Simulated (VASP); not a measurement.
A run of VASP 6.6.1 is set up as follows.

Contents of INCAR:

```
PREC = Accurate
ENCUT = 520
EDIFF = 1E-6
ISMEAR = 0
SIGMA = 0.05
LREAL = False
LASPH = True
NELM = 80
ALGO = Normal
ISIF = 2
LWAVE = False
LCHARG = False
GGA = CA
NBANDS = 28
```

The input KPOINTS:

```
Automatic mesh
0
Gamma
  6 6 6
```

POSCAR

```
BaZrO3
1.0
    3.9193442992      0.0000000000      0.0000000000
    0.0000000000      4.1474542849      0.0000000000
    0.0000000000      0.0000000000      4.1474542849
Ba Zr O
1 1 3
Direct
    0.5000000000      0.5000000000      0.5000000000
    0.0000000000      0.0000000000      0.0000000000
    0.5000000000      0.0000000000      0.0000000000
    0.0000000000      0.5000000000      0.0000000000
    0.0000000000      0.0000000000      0.5000000000
```

Potentials or basis: VASP PAW LDA potentials, release 64 (Ba_sv, Zr_sv, O).

Run with:

```bash
$ cat potpaw_LDA.64/Ba_sv/POTCAR potpaw_LDA.64/Zr_sv/POTCAR potpaw_LDA.64/O/POTCAR > POTCAR
$ mpirun -np 1 vasp_std > vasp.out
```

Task: Estimate the pressure.

Result: 14.2 GPa.

Task: What does it give for the band gap on the k mesh?

Result: 2.94 eV, direct.

Stress tensor (GPa, compression positive):
```
28.05  0.00  0.00
 0.00  7.26  0.00
 0.00  0.00  7.26
```

Caveat: the cell differs from its parent crystal (normal strain along x -0.0550, normal strain along y +0.0000); spin-orbit coupling is left out, which moves the levels of the heavy elements. A k mesh can miss the band edges.
